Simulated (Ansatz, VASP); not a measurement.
# W3C in VASP and in Ansatz

Contents of INCAR:

```
SYSTEM = W3C
PREC = Accurate ; ENCUT = 520
EDIFF = 1E-6 ; ISMEAR = 0
SIGMA = 0.1 ; LREAL = .False.
LASPH = .True. ; NELM = 60
ALGO = Normal ; ISIF = 2
LWAVE = .False. ; LCHARG = .True.
LDIPOL = .True. ; IDIPOL = 3
DIPOL = 0.5 0.5 0.339 ; GGA = PE
LELF = .True. ; LVHAR = .True.
LVACPOTAV = .True. ; NBANDS = 31
```

Contents of KPOINTS:

```
Automatic mesh
0
Gamma
  9 9 1
  0 0 0
```

File POSCAR:

```
W3C
1.0
    2.8545944806      0.0000000000      0.0000000000
   -1.4272972403      2.4721513377      0.0000000000
    0.0000000000      0.0000000000     21.6971108210
W C
3 1
Direct
    0.6666666667      0.3333333333      0.1843563428
    0.3333333333      0.6666666667      0.2926027619
    0.0000000000      0.0000000000      0.4008418859
    0.6666666667     -0.6666666667      0.4787324408
```

Input for Ansatz:

```yaml
crystal:
  lattice:
    - [2.8545944806, 0.0, 0.0]
    - [-1.4272972403, 2.4721513377, 0.0]
    - [0.0, 0.0, 21.697110821]
  atoms:
    - { symbol: W, position: [0.6666666667, 0.3333333333, 0.1843563428] }
    - { symbol: W, position: [0.3333333333, 0.6666666667, 0.2926027619] }
    - { symbol: W, position: [0.0, 0.0, 0.4008418859] }
    - { symbol: C, position: [0.6666666667, -0.6666666667, 0.4787324408] }
basis:
  ecutwfc: 420
kpoints:
  mp_grid: { grid: [9, 9, 1] }
hamiltonian:
  xc: pbe
scf:
  occupations: { method: gaussian, width: 0.1 }
output:
  forces: true
  eigenvalues: true
efield:
  axis: 3
  dipole_correction: true
  ramp_width: 0.04
```

Alike in both runs: task single point; functional PBE; k mesh 9 × 9 × 1; occupations gaussian, width 0.1 eV; no spin polarisation.

|  | VASP | Ansatz |
| --- | --- | --- |
| version | VASP 6.6.1 | Ansatz 0.2.0 |
| potentials or method | VASP PAW PBE potentials, release 64 (W_sv, C), cutoff 520 eV | scalar-relativistic, plane waves, PAW |
| valence electrons in the cell | 46 | 46 |

```tsv
	VASP	Ansatz	Ansatz less VASP
gap on the k mesh at the Fermi level (eV)	none	none	-
rms of the force components (eV/Å)	1.524	1.531	+0.0077
work function, face that differs most (eV)	5.13	5.13	-0.003
```

Atom by atom the forces differ by 0.011 eV/Å (rms over components). A gap of «none» marks a metal or a gap that the smearing closes.

Neither program's run includes spin-orbit coupling.
